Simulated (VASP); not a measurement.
# Al2B2As (P4/mbm) in VASP: a series of runs

Al2B2As is run at these levels: PBE; tasks: single point, relaxation of cell and atoms.

Everything below comes from runs of VASP 6.6.1. Logs are shortened: lines on timing, memory, paths and dates and some standing lists are left out, and cuts for length are marked.

**1. The cell of the first run**

The structure is tetragonal, space group P4/mbm (No. 127). Conventional cell: a = 7.156 Å, b = 7.156 Å, c = 2.908 Å, α = 90.00°, β = 90.00°, γ = 90.00°. Within 2.7 Å of Al (site symmetry m2m) lie 3 B at 2.04 to 2.16 Å and 1 Al at 2.58 Å. Within 2.7 Å of B (site symmetry m2m) lie 3 Al at 2.04 to 2.16 Å. As (site symmetry 4/m) has 2 As at 2.91 Å and 8 B at 3.03 Å and 8 Al at 3.17 Å within 3.8 Å.

**2. Single point, PBE**

INCAR reads:

```
PREC     = Accurate       # precision mode
ENCUT    = 520            # plane-wave cutoff, eV
EDIFF    = 1E-6           # SCF threshold, eV
ISMEAR   = 0              # smearing method
SIGMA    = 0.1            # smearing width, eV
LREAL    = False          # projectors in reciprocal space
LASPH    = True           # aspherical terms in the spheres
NELM     = 100            # most SCF steps
ALGO     = Normal         # electronic algorithm
ISIF     = 2              # what is computed and relaxed
LWAVE    = False          # write WAVECAR
LCHARG   = True           # write CHGCAR
GGA      = PE             # functional
LELF     = True           # ELF
LVHAR    = True         
NBANDS   = 28             # bands
```

KPOINTS reads:

```
regular mesh
0
Gamma
  6 6 12
```

POSCAR reads:

```
Al2B2As
1.0
    7.1563210085      0.0000000000      0.0000000000
    0.0000000000      7.1563210085      0.0000000000
    0.0000000000      0.0000000000      2.9075995057
Al B As
4 4 2
Direct
    0.3724849351      0.8724849351      0.5000000000
    0.1275150649      0.3724849351      0.5000000000
    0.6275150649      0.1275150649      0.5000000000
    0.8724849351      0.6275150649      0.5000000000
    0.1710726143      0.6710726143      0.5000000000
    0.3289273857      0.1710726143      0.5000000000
    0.8289273857      0.3289273857      0.5000000000
    0.6710726143      0.8289273857      0.5000000000
    0.0000000000      0.0000000000      0.0000000000
    0.5000000000      0.5000000000      0.0000000000
```

Potentials or basis: VASP PAW PBE potentials, release 64 (Al, B, As).

Run with:

```sh
> cat potpaw_PBE.64/Al/POTCAR potpaw_PBE.64/B/POTCAR potpaw_PBE.64/As/POTCAR > POTCAR
> mpirun -np 1 vasp_std > vasp.out
```

OUTCAR:

```text
PREC = Accurate
   ENCUT = 520
   EDIFF = 1E-6
   ISMEAR = 0
   LREAL = False
   LASPH = True
   NELM = 100
   ISIF = 2
   GGA = PE

 ion  position               nearest neighbor table
   1  0.372  0.872  0.500-   5 2.04   6 2.16   8 2.16   3 2.58
   2  0.128  0.372  0.500-   6 2.04   5 2.16   7 2.16   4 2.58
   3  0.628  0.128  0.500-   7 2.04   6 2.16   8 2.16   1 2.58
   4  0.872  0.628  0.500-   8 2.04   7 2.16   5 2.16   2 2.58
   5  0.171  0.671  0.500-   1 2.04   2 2.16   4 2.16
   6  0.329  0.171  0.500-   2 2.04   1 2.16   3 2.16
   7  0.829  0.329  0.500-   3 2.04   2 2.16   4 2.16
   8  0.671  0.829  0.500-   4 2.04   3 2.16   1 2.16
   9  0.000  0.000  0.000-
  10  0.500  0.500  0.000-

  LATTYP: Found a simple tetragonal cell.
 ALAT       =     7.1563210085
 C/A-ratio  =     0.4062980828

  Lattice vectors:

 A1 = (   7.1563210085,   0.0000000000,   0.0000000000)
 A2 = (   0.0000000000,   7.1563210085,   0.0000000000)
 A3 = (   0.0000000000,   0.0000000000,   2.9075995057)

Analysis of symmetry for initial positions (statically):
=====================================================================
 Subroutine PRICEL returns:
 Original cell was already a primitive cell.

 Routine SETGRP: Setting up the symmetry group for a
 simple tetragonal supercell.

 Subroutine GETGRP returns: Found 16 space group operations
 (whereof  8 operations were pure point group operations)
 out of a pool of 16 trial point group operations.

The static configuration has the point symmetry C_4h.
 The point group associated with its full space group is D_4h.

Analysis of symmetry for dynamics (positions and initial velocities):
=====================================================================
 Subroutine PRICEL returns:
 Original cell was already a primitive cell.

 Routine SETGRP: Setting up the symmetry group for a
 simple tetragonal supercell.

 Subroutine GETGRP returns: Found 16 space group operations
 (whereof  8 operations were pure point group operations)
 out of a pool of 16 trial point group operations.

The dynamic configuration has the point symmetry C_4h.
[... 113 lines left out ...]
   LASPH  =      T    aspherical Exc in radial PAW
   ENCUT  =  520.0 eV  38.22 Ry    6.18 a.u.  13.31 13.31  5.41*2*pi/ulx,y,z
   NELM   =    100;   NELMIN=  2; NELMDL= -5     # of ELM steps
   EDIFF  = 0.1E-05   stopping-criterion for ELM
   LREAL  =      F    real-space projection
   EDIFFG = 0.1E-04   stopping-criterion for IOM
   NSW    =      0    number of steps for IOM
   IBRION =     -1    ionic relax: 0-MD 1-quasi-New 2-CG
   NFREE  =      0    steps in history (QN), initial steepest desc. (CG)
   ISIF   =      2    stress and relaxation
   ISYM   =      2    0-nonsym 1-usesym 2-fastsym
   POTIM  = 0.5000    time-step for ionic-motion
   TEBEG  =    0.0;   TEEND  =   0.0 temperature during run
   PSTRESS=    0.0 pullay stress
   NELECT =      34.0000    total number of electrons
   NUPDOWN=      -1.0000    fix difference up-down
   EMIN   =  10.00;   EMAX   =-10.00  energy-range for DOS
   EFERMI =   0.00;   METHOD = LEGACY
   ISMEAR =     0;   SIGMA  =   0.10  broadening in eV -4-tet -1-fermi 0-gaus
   EFERMI_NEDOS =   21; number of points for ismear=-14 and -15
   IALGO  =     38    algorithm
   IMIX   =      4    mixing-type and parameters
     AMIX     =   0.40;   BMIX     =  1.00
     AMIX_MAG =   1.60;   BMIX_MAG =  1.00
  volume/ion in A,a.u.               =      14.89       100.49
  Fermi-wavevector in a.u.,A,eV,Ry     =   1.000606  1.890871 13.622319  1.001212
  Thomas-Fermi vector in A             =   2.132973
   LORBIT       =      0    0 simple, 1 ext, 2 COOP (PROOUT), +10 PAW based schemes
   GGA     = PE    functional components
   LHFCALC =     F    Hartree Fock is set to
   AEXX    =    0.0000 exact exchange contribution
   IVDW    =     0    specifies the selected vdW correction
   LEPSILON=     F    determine dielectric tensor
   LRPA    =     F    only Hartree local field effects (RPA)
 non-spin polarized calculation
 Gauss-broadening in eV      SIGMA  =   0.10
  energy-cutoff  :      520.00
  volume of cell :      148.91
 maximum number of plane-waves:      4060
 NGX is ok and might be reduce to    54
   NGX = 27   NGY = 27   NGZ = 11

 number of electron      34.0000002 magnetization

 Free energy of the ion-electron system (eV)
  ---------------------------------------------------
  ext. energy  EPLUGINS =         0.00000000
  ---------------------------------------------------
  free energy    TOTEN  =       -41.68979903 eV

  energy without entropy =      -41.66366561  energy(sigma->0) =      -41.67673232

 E-fermi :   5.8884     XC(G=0): -10.2729

 val. band max:        5.8629967849   @ k =   0.1667   0.1667   0.3333
 cond. band min:       5.8915726997   @ k =   0.3333   0.3333   0.1667
 fundamental gap:      0.0285759147
 Fermi energy:         5.8884338136

 k-point     1 :       0.0000    0.0000    0.0000
  band No.  band energies     occupation
      1      -7.1164      2.00000
      2      -6.3090      2.00000
      3      -3.2050      2.00000
      4      -2.9309      2.00000
      5      -2.9127      2.00000
      6      -2.9127      2.00000
[... 733 lines left out ...]
     27      10.0965      0.00000
     28      10.0965      0.00000

 [... further k-points ...]
[... 5 lines left out ...]
  --------------------------------------------------------------------------------------
  -------------------------------------------------------------------------------------
  Total       -0.0562996     -0.0562996     -0.0257549      0.0000000      0.0000000      0.0000000
  in kB       -0.6057610     -0.6057610     -0.2771126      0.0000000      0.0000000      0.0000000
  external PRESSURE =      -0.4962115 kB  Pullay stress =       0.0000000 kB

 VOLUME and BASIS-vectors are now :
 -----------------------------------------------------------------------------
  energy-cutoff  :      520.00
  volume of cell :      148.91
      direct lattice vectors                 reciprocal lattice vectors
     7.156321008  0.000000000  0.000000000     0.139736605  0.000000000  0.000000000
     0.000000000  7.156321008  0.000000000     0.000000000  0.139736605  0.000000000
     0.000000000  0.000000000  2.907599506     0.000000000  0.000000000  0.343926321

 POSITION                                       TOTAL-FORCE (eV/Angst)
 -----------------------------------------------------------------------------------
      2.66562      6.24378      1.45380        -0.002682     -0.002682      0.000000
      0.91254      2.66562      1.45380         0.002682     -0.002682      0.000000
      4.49070      0.91254      1.45380         0.002682      0.002682      0.000000
      6.24378      4.49070      1.45380        -0.002682      0.002682     -0.000000
      1.22425      4.80241      1.45380        -0.001291     -0.001291     -0.000000
      2.35391      1.22425      1.45380         0.001291     -0.001291      0.000000
      5.93207      2.35391      1.45380         0.001291      0.001291      0.000000
      4.80241      5.93207      1.45380        -0.001291      0.001291     -0.000000
      0.00000      0.00000      0.00000         0.000000     -0.000000      0.000000
      3.57816      3.57816      0.00000         0.000000     -0.000000      0.000000
 -----------------------------------------------------------------------------------
    total drift:                                0.000000      0.000000      0.000000

  FREE ENERGIE OF THE ION-ELECTRON SYSTEM (eV)
  ---------------------------------------------------
  free  energy   TOTEN  =       -41.6897990329 eV

  energy  without entropy=      -41.6636656133  energy(sigma->0) =      -41.67673232
```

stdout:

```text
POSCAR found type information on POSCAR AlB As
 POSCAR found :  3 types and      10 ions
 scaLAPACK will be used
 LDA part: xc-table for (Slater+PW92), standard interpolation
 POSCAR, INCAR and KPOINTS ok, starting setup
 FFT: planning ... GRIDC
 FFT: planning ... GRID_SOFT
 FFT: planning ... GRID
 WAVECAR not read
 entering main loop
```

Wall time 4.8 min (1 thread of Intel Xeon 6975P-C, shared host); peak memory 0.41 GiB.

Results:

```yaml
Free_energy: -41.6898 eV
Pressure: 0.0 GPa
Largest_force: 0.004 eV/Å
Band_gap_on_the_k_mesh: zero (band 17 reaches 8.95 eV, above the bottom of band 18 at 4.61 eV)
```

Forces in eV/Å, atoms in the order of the input:
```
Al  -0.003 -0.003  0.000
Al   0.003 -0.003  0.000
Al   0.003  0.003  0.000
Al  -0.003  0.003  0.000
B   -0.001 -0.001  0.000
B    0.001 -0.001  0.000
B    0.001  0.001  0.000
B   -0.001  0.001  0.000
As   0.000  0.000  0.000
As   0.000  0.000  0.000
```

[end of part 1 of 2]
